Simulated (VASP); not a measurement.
# AsP2 (Fd-3m) in VASP: a series of runs, part 2 of 2

VASP 6.6.1.

## Step 4: Relaxation of cell and atoms, PBE

This run uses another cell than the first one, of 18.58 Å³/atom.

INCAR

```
SYSTEM = AsP2
PREC = Accurate
ENCUT = 500
EDIFF = 1E-7
ISMEAR = 0
SIGMA = 0.1
LREAL = .FALSE.
LASPH = .TRUE.
NELM = 120
ALGO = Normal
ISIF = 3
LWAVE = .FALSE.
LCHARG = .FALSE.
GGA = PE
IBRION = 2
NSW = 90
EDIFFG = -0.04
GGA_COMPAT = .FALSE.
NELMIN = 4
```

KPOINTS

```
Automatic mesh
0
G
  4 4 4
  0 0 0
```

POSCAR

```
AsP2
1.0
    0.0000000000      3.8200446736      3.8200446736
    3.8200446736      0.0000000000      3.8200446736
    3.8200446736      3.8200446736      0.0000000000
P As
4 2
Direct
    0.6250000000      0.6250000000      0.6250000000
    0.1250000000      0.6250000000      0.6250000000
    0.6250000000      0.6250000000      0.1250000000
    0.6250000000      0.1250000000      0.6250000000
    0.0000000000      0.0000000000      0.0000000000
    0.2500000000      0.2500000000      0.2500000000
```

Potentials or basis: VASP PAW PBE potentials, release 64 (P, As).

The run is started by

```console
$ cat potpaw_PBE.64/P/POTCAR potpaw_PBE.64/As/POTCAR > POTCAR
$ mpirun -np 1 vasp_std > vasp.out
```

OUTCAR:

```text
SYSTEM = AsP2
   PREC = Accurate
   ENCUT = 500
   EDIFF = 1E-7
   ISMEAR = 0
   LREAL = .FALSE.
   LASPH = .TRUE.
   NELM = 120
   ISIF = 3
   GGA = PE
   IBRION = 2
   NSW = 90
   EDIFFG = -0.04
   NELMIN = 4

 ion  position               nearest neighbor table
   1  0.625  0.625  0.625-   2 2.70   3 2.70   4 2.70   3 2.70   4 2.70   2 2.70
   2  0.125  0.625  0.625-   1 2.70   3 2.70   4 2.70   1 2.70   3 2.70   4 2.70
   3  0.625  0.625  0.125-   1 2.70   1 2.70   2 2.70   4 2.70   4 2.70   2 2.70
   4  0.625  0.125  0.625-   1 2.70   3 2.70   1 2.70   2 2.70   3 2.70   2 2.70
   5  0.000  0.000  0.000-
   6  0.250  0.250  0.250-

  LATTYP: Found a face centered cubic cell.
 ALAT       =     7.6400893472

  Lattice vectors:

 A1 = (   0.0000000000,   3.8200446736,   3.8200446736)
 A2 = (   3.8200446736,   0.0000000000,   3.8200446736)
 A3 = (   3.8200446736,   3.8200446736,   0.0000000000)

Analysis of symmetry for initial positions (statically):
=====================================================================
 Subroutine PRICEL returns:
 Original cell was already a primitive cell.

 Routine SETGRP: Setting up the symmetry group for a
 face centered cubic supercell.

 Subroutine GETGRP returns: Found 48 space group operations
 (whereof 24 operations were pure point group operations)
 out of a pool of 48 trial point group operations.

The static configuration has the point symmetry T_d .
 The point group associated with its full space group is O_h .

Analysis of symmetry for dynamics (positions and initial velocities):
=====================================================================
 Subroutine PRICEL returns:
 Original cell was already a primitive cell.

 Routine SETGRP: Setting up the symmetry group for a
 face centered cubic supercell.

 Subroutine GETGRP returns: Found 48 space group operations
 (whereof 24 operations were pure point group operations)
 out of a pool of 48 trial point group operations.

The dynamic configuration has the point symmetry T_d .
 The point group associated with its full space group is O_h .

 Subroutine INISYM returns: Found 48 space group operations
 (whereof 24 operations are pure point group operations),
 and found     1 'primitive' translations

----------------------------------------------------------------------------------------

                                     Primitive cell

  volume of cell :     111.4898

  direct lattice vectors                    reciprocal lattice vectors
     0.000000000  3.820044674  3.820044674    -0.130888522  0.130888522  0.130888522
     3.820044674  0.000000000  3.820044674     0.130888522 -0.130888522  0.130888522
     3.820044674  3.820044674  0.000000000     0.130888522  0.130888522 -0.130888522

  length of vectors
     5.402358986  5.402358986  5.402358986     0.226705570  0.226705570  0.226705570

  position of ions in fractional coordinates (direct lattice)
     0.625000000  0.625000000  0.625000000
     0.125000000  0.625000000  0.625000000
     0.625000000  0.625000000  0.125000000
     0.625000000  0.125000000  0.625000000
     0.000000000  0.000000000  0.000000000
     0.250000000  0.250000000  0.250000000

  ion indices of the primitive-cell ions
   primitive index   ion index
                 1           1
                 2           2
                 3           3
                 4           4
                 5           5
                 6           6

----------------------------------------------------------------------------------------

 KPOINTS: Automatic mesh

Automatic generation of k-mesh.
 Grid dimensions read from file:
 generate k-points for:    4    4    4

 Generating k-lattice:

  Cartesian coordinates                     Fractional coordinates (reciprocal lattice)
    -0.032722130  0.032722130  0.032722130     0.250000000  0.000000000  0.000000000
     0.032722130 -0.032722130  0.032722130     0.000000000  0.250000000  0.000000000
     0.032722130  0.032722130 -0.032722130     0.000000000  0.000000000  0.250000000

  Length of vectors
     0.056676392  0.056676392  0.056676392

  Shift w.r.t. Gamma in fractional coordinates (k-lattice)
     0.000000000  0.000000000  0.000000000

 Subroutine IBZKPT returns following result:
 ===========================================

 Found      8 irreducible k-points:

 Following reciprocal coordinates:
            Coordinates               Weight
  0.000000  0.000000  0.000000      1.000000
  0.250000  0.000000  0.000000      8.000000
  0.500000  0.000000  0.000000      4.000000
  0.250000  0.250000  0.000000      6.000000
  0.500000  0.250000  0.000000     24.000000
 -0.250000  0.250000  0.000000     12.000000
  0.500000  0.500000  0.000000      3.000000
 -0.250000  0.500000  0.250000      6.000000
   k-points           NKPTS =      8   k-points in BZ     NKDIM =      8   number of bands    NBANDS=     19
   number of dos      NEDOS =    301   number of ions     NIONS =      6
   total plane-waves  NPLWV =  64000
   dimension x,y,z NGX =    40 NGY =   40 NGZ =   40
   dimension x,y,z NGXF=    80 NGYF=   80 NGZF=   80
   ions per type =               4   2
   NGX,Y,Z   is equivalent  to a cutoff of  12.31, 12.31, 12.31 a.u.
   NGXF,Y,Z  is equivalent  to a cutoff of  24.62, 24.62, 24.62 a.u.
 SYSTEM =  AsP2
   PREC   = accura    normal or accurate (medium, high low for compatibility)
   ISTART =      0    job   : 0-new  1-cont  2-samecut
   ICHARG =      2    charge: 1-file 2-atom 10-const
   ISPIN  =      1    spin polarized calculation?
   LNONCOLLINEAR =      F non collinear calculations
   LSORBIT =      F    spin-orbit coupling
   LASPH  =      T    aspherical Exc in radial PAW
   ENCUT  =  500.0 eV  36.75 Ry    6.06 a.u.   9.85  9.85  9.85*2*pi/ulx,y,z
   NELM   =    120;   NELMIN=  4; NELMDL= -5     # of ELM steps
   EDIFF  = 0.1E-06   stopping-criterion for ELM
   LREAL  =      F    real-space projection
   EDIFFG = -.4E-01   stopping-criterion for IOM
   NSW    =     90    number of steps for IOM
   IBRION =      2    ionic relax: 0-MD 1-quasi-New 2-CG
   NFREE  =      1    steps in history (QN), initial steepest desc. (CG)
   ISIF   =      3    stress and relaxation
   ISYM   =      2    0-nonsym 1-usesym 2-fastsym
   POTIM  = 0.5000    time-step for ionic-motion
   TEBEG  =    0.0;   TEEND  =   0.0 temperature during run
   PSTRESS=    0.0 pullay stress
   NELECT =      30.0000    total number of electrons
   NUPDOWN=      -1.0000    fix difference up-down
   EMIN   =  10.00;   EMAX   =-10.00  energy-range for DOS
   EFERMI =   0.00;   METHOD = LEGACY
   ISMEAR =     0;   SIGMA  =   0.10  broadening in eV -4-tet -1-fermi 0-gaus
   EFERMI_NEDOS =   21; number of points for ismear=-14 and -15
   IALGO  =     38    algorithm
   IMIX   =      4    mixing-type and parameters
     AMIX     =   0.40;   BMIX     =  1.00
     AMIX_MAG =   1.60;   BMIX_MAG =  1.00
  volume/ion in A,a.u.               =      18.58       125.40
  Fermi-wavevector in a.u.,A,eV,Ry     =   1.056907  1.997265 15.198423  1.117053
  Thomas-Fermi vector in A             =   2.192160
   LORBIT       =      0    0 simple, 1 ext, 2 COOP (PROOUT), +10 PAW based schemes
   GGA     = PE    functional components
   LHFCALC =     F    Hartree Fock is set to
   AEXX    =    0.0000 exact exchange contribution
   IVDW    =     0    specifies the selected vdW correction
   LEPSILON=     F    determine dielectric tensor
   LRPA    =     F    only Hartree local field effects (RPA)
 conjugate gradient relaxation of ions
 non-spin polarized calculation
 Gauss-broadening in eV      SIGMA  =   0.10
  energy-cutoff  :      500.00
  volume of cell :      111.49
 maximum number of plane-waves:      2874
   NGX = 19   NGY = 19   NGZ = 19

--------------------------------------- Ionic step        1  -------------------------------------------

 number of electron      29.9999993 magnetization

 Free energy of the ion-electron system (eV)
  ---------------------------------------------------
  ext. energy  EPLUGINS =         0.00000000
  ---------------------------------------------------
  free energy    TOTEN  =       -25.94860165 eV

  energy without entropy =      -25.92374192  energy(sigma->0) =      -25.93617179

------------------------ aborting loop because EDIFF is reached ----------------------------------------

  FORCE on cell =-STRESS in cart. coord.  units (eV):
  Direction    XX          YY          ZZ          XY          YZ          ZX
  --------------------------------------------------------------------------------------
  -------------------------------------------------------------------------------------
  Total       -6.0264792     -6.0264792     -6.0264792      0.0000000     -0.0000000      0.0000000
  in kB      -86.6041933    -86.6041933    -86.6041933      0.0000000     -0.0000000      0.0000000
  external PRESSURE =     -86.6041933 kB  Pullay stress =       0.0000000 kB
[... 65 lines left out ...]
  energy  without entropy=      -26.3117360524  energy(sigma->0) =      -26.32923787

--------------------------------------- Ionic step        3  -------------------------------------------

 number of electron      29.9999996 magnetization

 Free energy of the ion-electron system (eV)
  ---------------------------------------------------
  ext. energy  EPLUGINS =         0.00000000
  ---------------------------------------------------
  free energy    TOTEN  =       -26.35530512 eV

  energy without entropy =      -26.32365713  energy(sigma->0) =      -26.33948112

 E-fermi :   8.5627     XC(G=0): -11.1247

 val. band max:        8.5286321955   @ k =   0.5000   0.0000   0.0000
 cond. band min:       8.5717145109   @ k =   0.5000   0.0000   0.0000
 fundamental gap:      0.0430823154
 Fermi energy:         8.5626987214

 k-point     1 :       0.0000    0.0000    0.0000
  band No.  band energies     occupation
      1      -7.6079      2.00000
      2      -1.8673      2.00000
      3      -1.2665      2.00000
      4      -0.4198      2.00000
      5      -0.4198      2.00000
      6      -0.4198      2.00000
[... 11 lines left out ...]
     18      10.8742      0.00000
     19      12.3161      0.00000
[... 185 lines left out ...]
  FREE ENERGIE OF THE ION-ELECTRON SYSTEM (eV)
  ---------------------------------------------------
  free  energy   TOTEN  =       -26.3553051176 eV

  energy  without entropy=      -26.3236571309  energy(sigma->0) =      -26.33948112

 reached required accuracy - stopping structural energy minimisation
```

Wall time 80 s (1 thread of Oxide Virtual Turin-like, shared host); peak memory 0.21 GiB.

Results:

```
Free energy                           : -26.3553 eV
Relaxed volume                        : 16.29 Å³/atom
Relaxed cell                          : a = 5.171 Å, b = 5.171 Å, c = 5.171 Å, α = 60.00°, β = 60.00°, γ = 60.00°
Space group after relaxing (to 0.1 Å) : Fd-3m (No. 227)
Energy gained by relaxing             : 67.8 meV/atom
Ionic steps                           : 3
Pressure after relaxing               : 0.1 GPa
Band gap on the k mesh                : zero (bands 15 and 16 overlap by 1.20 eV)
```

Step by step:
```tsv
step	energy change (eV)	largest force (eV/Å)	pressure (GPa)	volume (Å³)
1	0.0000	0.0000	-8.66	111.49
2	-0.3981	0.0000	1.54	96.06
3	-0.4067	0.0000	0.08	97.77
```

Final structure:
```cif
data_structure
_symmetry_space_group_name_H-M 'P 1'
_symmetry_Int_Tables_number 1
_cell_length_a 5.1710
_cell_length_b 5.1710
_cell_length_c 5.1710
_cell_angle_alpha 60.000
_cell_angle_beta 60.000
_cell_angle_gamma 60.000
_cell_volume 97.77
loop_
_atom_site_label
_atom_site_type_symbol
_atom_site_fract_x
_atom_site_fract_y
_atom_site_fract_z
_atom_site_occupancy
P1 P 0.62500 0.62500 0.62500 1
P2 P 0.12500 0.62500 0.62500 1
P3 P 0.62500 0.62500 0.12500 1
P4 P 0.62500 0.12500 0.62500 1
As1 As 0.00000 0.00000 0.00000 1
As2 As 0.25000 0.25000 0.25000 1
```

Levels at points of the mesh, in eV from the Fermi level:
```tsv
k point	band 11	band 12	band 13	band 14	band 15	band 16	band 17	band 18	band 19
(0.00, 0.00, 0.00)	-3.94	-3.94	-3.49	-3.49	-3.49	2.31	2.31	2.31	3.75
(0.50, 0.00, 0.00)	-2.78	-2.78	-2.33	-2.33	-0.03	0.01	1.15	1.15	1.33
(0.50, 0.50, 0.00)	-2.09	-2.09	-1.57	-1.57	-0.93	-0.93	0.04	0.04	0.43
```

## Step 5: Single point, PBE

This run uses another cell than the first one, of 16.23 Å³/atom.

INCAR

```
PREC = Accurate
ENCUT = 500
EDIFF = 1E-6
ISMEAR = 0
SIGMA = 0.1
LREAL = F
LASPH = T
NELM = 120
ALGO = Normal
ISIF = 2
LWAVE = F
LCHARG = F
GGA = PE
NBANDS = 24
GGA_COMPAT = F
```

KPOINTS

```
regular mesh
0
Gamma
  10 10 10
```

POSCAR

```
AsP2
1.0
    0.0000000000      3.6515368857      3.6515368857
    3.6515368857      0.0000000000      3.6515368857
    3.6515368857      3.6515368857      0.0000000000
P As
4 2
Direct
    0.1250000000      0.1250000000      0.1250000000
    0.6250000000      0.1250000000      0.1250000000
    0.1250000000      0.1250000000      0.6250000000
    0.1250000000      0.6250000000      0.1250000000
    0.5000000000      0.5000000000      0.5000000000
    0.7500000000      0.7500000000      0.7500000000
```

The run is started by

```console
$ cat potpaw_PBE.64/P/POTCAR potpaw_PBE.64/As/POTCAR > POTCAR
$ mpirun -np 1 vasp_std > vasp.out
```

It took 2.2 min on 1 thread of Oxide Virtual Turin-like, shared host; peak memory 0.24 GiB.

Results (log left out):

* Free energy: -26.1751 eV
* Pressure: -0.2 GPa
* Band gap on the k mesh: zero (bands 15 and 16 overlap by 1.10 eV)

Levels at points of the mesh, in eV from the Fermi level:
```
           k point  band 11  band 12  band 13  band 14  band 15  band 16  band 17  band 18  band 19  band 20
(0.00, 0.00, 0.00)    -3.72    -3.72    -3.28    -3.28    -3.28     2.55     2.55     2.55     4.02     4.02
(0.50, 0.00, 0.00)    -2.55    -2.55    -2.10    -2.10     0.22     0.25     1.39     1.39     1.56     3.10
(0.50, 0.50, 0.00)    -1.86    -1.86    -1.34    -1.34    -0.69    -0.69     0.27     0.27     0.66     0.66
```

## Step 6: Relaxation of cell and atoms, PBE

INCAR

```
SYSTEM = AsP2
PREC = Accurate
ENCUT = 500
EDIFF = 1E-7
ISMEAR = 0
SIGMA = 0.1
LREAL = .False.
LASPH = .True.
NELM = 120
ALGO = Normal
ISIF = 3
LWAVE = .False.
LCHARG = .False.
GGA = PE
IBRION = 2
NSW = 100
EDIFFG = -0.01
GGA_COMPAT = .False.
NELMIN = 4
```

KPOINTS

```
Automatic mesh
0
Gamma
  10 10 10
  0 0 0
```

Edit POSCAR of step 5 so:

```diff
@@ -2,5 +2,5 @@
 1.0
-    0.0000000000      3.6515368857      3.6515368857
-    3.6515368857      0.0000000000      3.6515368857
-    3.6515368857      3.6515368857      0.0000000000
+    0.0000000000      3.6608574341      3.6608574341
+    3.6608574341      0.0000000000      3.6608574341
+    3.6608574341      3.6608574341      0.0000000000
 P As
```

Potentials or basis: VASP PAW PBE potentials, release 64 (P, As).

The run is started by

```console
$ cat potpaw_PBE.64/P/POTCAR potpaw_PBE.64/As/POTCAR > POTCAR
$ mpirun -np 1 vasp_std > vasp.out
```

It took 7.2 min on 1 thread of Oxide Virtual Turin-like, shared host; peak memory 0.25 GiB.

Results (log left out):

* Free energy: -26.1753 eV
* Relaxed volume: 16.20 Å³/atom
* Relaxed cell: a = 5.161 Å, b = 5.161 Å, c = 5.161 Å, α = 60.00°, β = 60.00°, γ = 60.00°
* Space group after relaxing (to 0.1 Å): Fd-3m (No. 227)
* Energy gained by relaxing: 0.4 meV/atom
* Ionic steps: 3
* Pressure after relaxing: 0.0 GPa
* Band gap on the k mesh: zero (bands 15 and 16 overlap by 1.09 eV)

The path:
| step | energy change (eV) | largest force (eV/Å) | pressure (GPa) | volume (Å³) |
| --- | --- | --- | --- | --- |
| 1 | 0.0000 | 0.0000 | -0.80 | 98.12 |
| 2 | -0.0022 | 0.0000 | 0.21 | 96.97 |
| 3 | -0.0023 | 0.0000 | 0.00 | 97.20 |

Final structure:
```xyz
6
Lattice="0.0000 3.6494 3.6494 3.6494 0.0000 3.6494 3.6494 3.6494 0.0000" Properties=species:S:1:pos:R:3 pbc="T T T"
P     0.9123    0.9123    0.9123
P     0.9123    2.7370    2.7370
P     2.7370    2.7370    0.9123
P     2.7370    0.9123    2.7370
As    3.6494    3.6494    3.6494
As    5.4740    5.4740    5.4740
```

Levels at points of the mesh, in eV from the Fermi level:
```csv
k point,band 13,band 14,band 15,band 16,band 17,band 18
"(0.00, 0.00, 0.00)",-3.29,-3.29,-3.29,2.56,2.56,2.56
"(0.50, 0.00, 0.00)",-2.11,-2.11,0.22,0.25,1.39,1.39
"(0.50, 0.50, 0.00)",-1.34,-1.34,-0.69,-0.69,0.26,0.26
```

## Step 7: Summary

| task | cell | k mesh | gap on the mesh (eV) | pressure (GPa) | relaxed volume (Å³/atom) |
| --- | --- | --- | --- | --- | --- |
| single point | a = 5.177 Å, angles 60.0°, 6 atoms | 4 × 4 × 4 | none | -0.2 | - |
| single point | a = 5.402 Å, angles 60.0°, 6 atoms | 4 × 4 × 4 | none | -8.7 | - |
| relaxation of cell and atoms | relaxed from a = 5.402 Å, angles 60.0°, 6 atoms | 4 × 4 × 4 | none | 0.1 | 16.29 |
| single point | a = 5.164 Å, angles 60.0°, 6 atoms | 10 × 10 × 10 | none | -0.2 | - |
| relaxation of cell and atoms | relaxed from a = 5.177 Å, angles 60.0°, 6 atoms | 10 × 10 × 10 | none | 0.0 | 16.20 |

Alike in all rows: level PBE; potentials or basis VASP PAW PBE potentials, release 64 (P, As); no spin polarisation; cutoff (eV) 500; smearing gaussian 0.1 eV.

Caveats: some runs use coarse meshes; the cell stands under tension (at least some runs).

Total energies depend on the potentials used, so only differences within one code and one set of settings carry meaning.

The gap in the log of VASP goes by the Fermi energy; the results here count the filled bands.